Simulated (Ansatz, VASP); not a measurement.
**One calculation of Cu3N, two programs**

```
CELL_PARAMETERS angstrom
3.82661 0.00000 0.00000
0.00000 3.82661 0.00000
0.00000 0.00000 3.82661
ATOMIC_POSITIONS crystal
Cu 0.50000 0.00000 0.00000
Cu 0.00000 0.50000 0.00000
Cu 0.00000 0.00000 0.50000
N 0.00000 0.00000 0.00000
```

Alike in both runs: task single point; functional PBE; k mesh 10 × 10 × 10; occupations gaussian, width 0.01 eV; no spin polarisation.

|  | VASP | Ansatz |
| --- | --- | --- |
| version | VASP 6.6.1 | Ansatz 0.2.0 |
| potentials or method | VASP PAW PBE potentials, release 64 (Cu, N), cutoff 600 eV | scalar-relativistic, all-electron LAPW |

Ansatz gave:

* gap on the k mesh at the Fermi level (eV): 0.21
* least direct gap on the mesh (eV): 0.74
* pressure (GPa): 0.0

Problem. Which values does VASP return?

Solution. gap on the k mesh at the Fermi level (eV): 0.24; least direct gap on the mesh (eV): 0.78; pressure (GPa): 0.8.

Ansatz ran all-electron here, and VASP with PAW potentials.
